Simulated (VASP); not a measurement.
# TlBr (Pm-3m) in VASP: notebook, part 4 of 4

VASP 6.6.1.

### Step 7. Vibrations by perturbation theory, PBEsol (volume scaled by 1.030)

Contents of INCAR:

```
ALGO     = Normal         # electronic algorithm
EDIFF    = 1E-8           # SCF threshold, eV
ENCUT    = 500            # plane-wave cutoff, eV
GGA      = PS             # functional
GGA_COMPAT= F            
IBRION   = 8              # ionic algorithm
ISIF     = 2              # what is computed and relaxed
ISMEAR   = 0              # smearing method
LASPH    = T              # aspherical terms in the spheres
LCHARG   = T              # write CHGCAR
LREAL    = F              # projectors in reciprocal space
LWAVE    = F              # write WAVECAR
NBANDS   = 17             # bands
NELM     = 120            # most SCF steps
NSW      = 1              # ionic steps
PREC     = Accurate       # precision mode
SIGMA    = 0.01           # smearing width, eV
```

Contents of KPOINTS:

```
k-points
0
Gamma
  6 6 6
```

Contents of POSCAR:

```
TlBr
1.0
    3.9532915962      0.0000000000      0.0000000000
    0.0000000000      3.9532915962      0.0000000000
    0.0000000000      0.0000000000      3.9532915962
Tl Br
1 1
Direct
    0.0000000000      0.0000000000      0.0000000000
    0.5000000000      0.5000000000      0.5000000000
```

Potentials or basis: VASP PAW PBE potentials, release 64 (Tl_d, Br).

The run is started by

```bash
$ cat potpaw_PBE.64/Tl_d/POTCAR potpaw_PBE.64/Br/POTCAR > POTCAR
$ mpirun -np 1 vasp_std > vasp.out
```

OUTCAR:

```text
EDIFF = 1E-8
   ENCUT = 500
   GGA = PS
   IBRION = 8
   ISIF = 2
   ISMEAR = 0
   LASPH = T
   LREAL = F
   NELM = 120
   NSW = 1
   PREC = Accurate

 ion  position               nearest neighbor table
   1  0.000  0.000  0.000-   2 3.42   2 3.42   2 3.42   2 3.42   2 3.42   2 3.42   2 3.42   2 3.42

   2  0.500  0.500  0.500-   1 3.42   1 3.42   1 3.42   1 3.42   1 3.42   1 3.42   1 3.42   1 3.42

  LATTYP: Found a simple cubic cell.
 ALAT       =     3.9532915962

  Lattice vectors:

 A1 = (   3.9532915962,   0.0000000000,   0.0000000000)
 A2 = (   0.0000000000,   3.9532915962,   0.0000000000)
 A3 = (   0.0000000000,   0.0000000000,   3.9532915962)

Analysis of symmetry for initial positions (statically):
=====================================================================
 Subroutine PRICEL returns:
 Original cell was already a primitive cell.

 Routine SETGRP: Setting up the symmetry group for a
 simple cubic supercell.

 Subroutine GETGRP returns: Found 48 space group operations
 (whereof 48 operations were pure point group operations)
 out of a pool of 48 trial point group operations.

The static configuration has the point symmetry O_h .

Analysis of symmetry for dynamics (positions and initial velocities):
=====================================================================
 Subroutine PRICEL returns:
 Original cell was already a primitive cell.

 Routine SETGRP: Setting up the symmetry group for a
 simple cubic supercell.

 Subroutine GETGRP returns: Found 48 space group operations
 (whereof 48 operations were pure point group operations)
 out of a pool of 48 trial point group operations.

The dynamic configuration has the point symmetry O_h .

 Subroutine INISYM returns: Found 48 space group operations
 (whereof 48 operations are pure point group operations),
 and found     1 'primitive' translations

----------------------------------------------------------------------------------------

                                     Primitive cell

  volume of cell :      61.7841

  direct lattice vectors                    reciprocal lattice vectors
     3.953291596  0.000000000  0.000000000     0.252953767  0.000000000  0.000000000
     0.000000000  3.953291596  0.000000000     0.000000000  0.252953767  0.000000000
     0.000000000  0.000000000  3.953291596     0.000000000  0.000000000  0.252953767

  length of vectors
     3.953291596  3.953291596  3.953291596     0.252953767  0.252953767  0.252953767

  position of ions in fractional coordinates (direct lattice)
     0.000000000  0.000000000  0.000000000
     0.500000000  0.500000000  0.500000000

  ion indices of the primitive-cell ions
   primitive index   ion index
                 1           1
                 2           2

[... 119 lines left out ...]
 val. band max:        2.4691765778   @ k =   0.5000   0.0000   0.0000
 cond. band min:       4.1464147333   @ k =   0.5000   0.0000   0.0000
 fundamental gap:      1.6772381556
 Fermi energy:         2.5162128343

 k-point     1 :       0.0000    0.0000    0.0000
  band No.  band energies     occupation
      1     -11.4082      2.00000
      2      -7.6327      2.00000
      3      -7.6327      2.00000
      4      -7.4425      2.00000
      5      -7.4425      2.00000
      6      -7.4425      2.00000
[... 379 lines left out ...]
      6      -7.3804      2.00000
[... 9 lines left out ...]
     16      15.2494      0.00000
     17      18.7439      0.00000

------------------------ aborting loop because EDIFF is reached ----------------------------------------

  FORCE on cell =-STRESS in cart. coord.  units (eV):
  Direction    XX          YY          ZZ          XY          YZ          ZX
  --------------------------------------------------------------------------------------
  -------------------------------------------------------------------------------------
  Total       -0.2904819     -0.2904819     -0.2904819      0.0000000      0.0000000      0.0000000
  in kB       -7.5327426     -7.5327426     -7.5327426      0.0000000      0.0000000      0.0000000
  external PRESSURE =      -7.5327426 kB  Pullay stress =       0.0000000 kB

 VOLUME and BASIS-vectors are now :
 -----------------------------------------------------------------------------
  energy-cutoff  :      500.00
  volume of cell :       61.78
      direct lattice vectors                 reciprocal lattice vectors
     3.953291596  0.000000000  0.000000000     0.252953767  0.000000000  0.000000000
     0.000000000  3.953291596  0.000000000     0.000000000  0.252953767  0.000000000
     0.000000000  0.000000000  3.953291596     0.000000000  0.000000000  0.252953767

 POSITION                                       TOTAL-FORCE (eV/Angst)
 -----------------------------------------------------------------------------------
      0.00000      0.00000      0.00000         0.000000      0.000000      0.000000
      1.97665      1.97665      1.97665         0.000000      0.000000      0.000000
 -----------------------------------------------------------------------------------
    total drift:                                0.000000     -0.000000     -0.000000

  FREE ENERGIE OF THE ION-ELECTRON SYSTEM (eV)
  ---------------------------------------------------
  free  energy   TOTEN  =        -6.0267578018 eV

  energy  without entropy=       -6.0267578018  energy(sigma->0) =       -6.02675780

[... ionic steps 2 to 3 ...]

--------------------------------------- Ionic step        4  -------------------------------------------

------------------------ aborting loop because EDIFF is reached ----------------------------------------

[... ionic steps 5 to 6 ...]

--------------------------------------- Ionic step        7  -------------------------------------------

 Free energy of the ion-electron system (eV)
  ---------------------------------------------------
  ---------------------------------------------------
  free energy    TOTEN  =        -0.14179601 eV

  energy without entropy =       -0.14179601

------------------------ aborting loop because EDIFF is reached ----------------------------------------

 INTERNAL STRAIN TENSOR  FOR ION    2  DIRECTION 1   (eV/Angst):
 -----------------------------------------------------------------------------
    -0.00885  0.00000 -0.00000
    -0.00000  0.01115 -0.00000
     0.00000 -0.00000  0.01115

 INTERNAL STRAIN TENSOR FOR ION    2 for displacements in x,y,z  (eV/Angst):
          X           Y           Z          XY          YZ          ZX
  --------------------------------------------------------------------------------
  x     0.00000     0.00000     0.00000     0.00000     0.00000     0.00000
  y     0.00000     0.00000     0.00000     0.00000     0.00000     0.00000
  z     0.00000     0.00000     0.00000     0.00000     0.00000     0.00000

 SECOND DERIVATIVES (NOT SYMMETRIZED)
 ------------------------------------
               1X          1Y          1Z          2X          2Y          2Z
  1X    -0.184752    0.000000    0.000000    0.184752   -0.000000   -0.000000
  1Y     0.000000   -0.184752    0.000000   -0.000000    0.184752   -0.000000
  1Z     0.000000    0.000000   -0.184752   -0.000000   -0.000000    0.184752
  2X     0.183655    0.000000    0.000000   -0.183655   -0.000000   -0.000000
  2Y     0.000000    0.183655    0.000000   -0.000000   -0.183655   -0.000000
  2Z     0.000000    0.000000    0.183655   -0.000000   -0.000000   -0.183655

 Eigenvectors and eigenvalues of the dynamical matrix
 ----------------------------------------------------

   1 f  =    0.884687 THz     5.558652 2PiTHz   29.509981 cm-1     3.658770 meV
             X         Y         Z           dx          dy          dz
      0.000000  0.000000  0.000000    -0.531297   -0.000000    0.000000
      1.976646  1.976646  1.976646     0.847185    0.000000    0.000000
[... 21 lines left out ...]
   6 f/i=    0.001186 THz     0.007450 2PiTHz    0.039550 cm-1     0.004904 meV
             X         Y         Z           dx          dy          dz
      0.000000  0.000000  0.000000    -0.000000   -0.000000   -0.847185
      1.976646  1.976646  1.976646     0.000000    0.000000   -0.531297

--------------------------------------------------------------------------------------------------------

 ELASTIC MODULI CONTR FROM IONIC RELAXATION (kBar)
 Direction    XX          YY          ZZ          XY          YZ          ZX
 --------------------------------------------------------------------------------
 XX           0.0000      0.0000      0.0000      0.0000      0.0000      0.0000
 YY           0.0000      0.0000      0.0000      0.0000      0.0000      0.0000
 ZZ           0.0000      0.0000      0.0000      0.0000      0.0000      0.0000
 XY           0.0000      0.0000      0.0000      0.0000      0.0000      0.0000
 YZ           0.0000      0.0000      0.0000      0.0000      0.0000      0.0000
 ZX           0.0000      0.0000      0.0000      0.0000      0.0000      0.0000
 --------------------------------------------------------------------------------
```

Run time: 79 s. Hardware: 1 thread of Intel Xeon 6975P-C (Granite Rapids), shared host; peak memory 0.26 GiB.

Results:

| Quantity | Value |
| --- | --- |
| Highest phonon frequency at Γ, LO-TO splitting left out | 30 cm⁻¹ |

Phonon frequencies in cm⁻¹ (negative: imaginary):
| q point | frequencies |
| --- | --- |
| (0.000, 0.000, 0.000) | 0 0 0 30 30 30 |

Caveat: the PAW data sets were made with another functional, which shifts forces and pressure a little; spin-orbit coupling is left out, which moves the levels of the heavy elements.
